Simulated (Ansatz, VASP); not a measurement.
MoS2, level by level in two programs

```
Mo S
1.0
     3.20563    0.00000    0.00000
    -1.60282    2.77616    0.00000
     0.00000    0.00000   21.81405
Mo S
2 4
Direct
  0.33333 0.66667 0.85116
  0.66667 0.33333 0.14884
  0.66667 0.33333 0.77963
  0.33333 0.66667 0.07725
  0.66667 0.33333 0.92275
  0.33333 0.66667 0.22037
```

Single points on this cell with VASP 6.6.1 and Ansatz 0.2.0. Each row is one pair of runs. Alike in all rows: spin: off; k mesh: 10 × 10 × 2; smearing: fermi-dirac, width 0.05 eV; VASP's potentials, cutoff: VASP PAW PBE potentials, release 64 (Mo_sv, S), 520 eV; Ansatz's potentials, cutoff: Ansatz PAW, 420 eV.

```csv
level,"gap on the k mesh at the Fermi level (eV), VASP","gap on the k mesh at the Fermi level (eV), Ansatz","least direct gap on the mesh (eV), VASP","least direct gap on the mesh (eV), Ansatz","rms of the force components (eV/Å), VASP","rms of the force components (eV/Å), Ansatz"
PBEsol+D3(BJ),1.36,1.35,1.84,1.84,0.218,0.219
PBE+D3(BJ),1.37,1.35,1.84,1.84,0.088,0.083
RPBE+D3(BJ),?,1.37,?,1.84,?,0.361
```

Q: Fill in what VASP gave in row 3.

A: gap on the k mesh at the Fermi level (eV): 1.38; least direct gap on the mesh (eV): 1.84; rms of the force components (eV/Å): 0.371.
